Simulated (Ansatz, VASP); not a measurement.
One calculation of C, two programs

Contents of POSCAR:

```
C
1.0
    0.0000000000      1.7801241425      1.8513291082
    1.7801241425      0.0000000000      1.8513291082
    1.7801241425      1.7801241425      0.0000000000
C
2
Direct
    0.0000000000      0.0000000000      0.0000000000
    0.2500000000      0.2500000000      0.2500000000
```

File INCAR.step1:

```
PREC = Accurate
ENCUT = 910
ISMEAR = 0
SIGMA = 0.01
LREAL = F
LASPH = T
NELM = 120
NBANDS = 11
GGA = PE
ALGO = Normal
EDIFF = 1E-5
LWAVE = T
LCHARG = F
GGA_COMPAT = F
```

INCAR.step2

```
PREC = Accurate
ENCUT = 910
EDIFF = 1E-6
ISMEAR = 0
SIGMA = 0.01
LREAL = F
LASPH = T
NELM = 120
ALGO = Normal
ISIF = 2
LWAVE = F
LCHARG = F
METAGGA = R2SCAN
LMIXTAU = T
NBANDS = 11
ISTART = 1
GGA_COMPAT = F
```

KPOINTS

```
regular mesh
0
Gamma
  12 12 12
```

Input for Ansatz:

```yaml
crystal:
  lattice:
    - [0.0, 1.7801241425, 1.8513291082]
    - [1.7801241425, 0.0, 1.8513291082]
    - [1.7801241425, 1.7801241425, 0.0]
  atoms:
    - { symbol: C, position: [0.0, 0.0, 0.0] }
    - { symbol: C, position: [0.25, 0.25, 0.25] }
kpoints:
  mp_grid: { grid: [12, 12, 12] }
  band_path:
    path:
      - [0.0, 0.0, 0.0]
      - [0.5, 0.0, 0.5]
      - [0.625, 0.25, 0.625]
      - [0.375, 0.375, 0.75]
      - [0.5, 0.5, 0.5]
      - [0.5, 0.25, 0.75]
      - [0.0, 0.365885, 0.365885]
    npoints: 1
hamiltonian:
  xc: r2scan
scf:
  occupations: { method: fixed }
  n_extra_bands: 4
output:
  forces: true
  stress: true
  eigenvalues: true
```

Change from the starting cell: uniaxial_z strain +4.0%.

Alike in both runs: task single point; functional r2SCAN; k mesh 12 × 12 × 12; no spin polarisation.

|  | VASP | Ansatz |
| --- | --- | --- |
| version | VASP 6.6.1 | Ansatz 0.2.0 |
| potentials or method | VASP PAW PBE potentials, release 64 (C_h) | plane waves, PAW |
| plane-wave cutoff (eV) | 910 | 500 |
| occupations | gaussian, width 0.01 eV | fixed |
| valence electrons in the cell | 8 | 8 |

|  | VASP | Ansatz | Ansatz less VASP |
| --- | --- | --- | --- |
| gap on the k mesh at the Fermi level (eV) | 3.78 | 3.78 | -0.002 |

VASP's potentials were made for PBE, not for r2SCAN.

Noted on VASP's run: the cutoff is short for stress, so the pressure is rough.
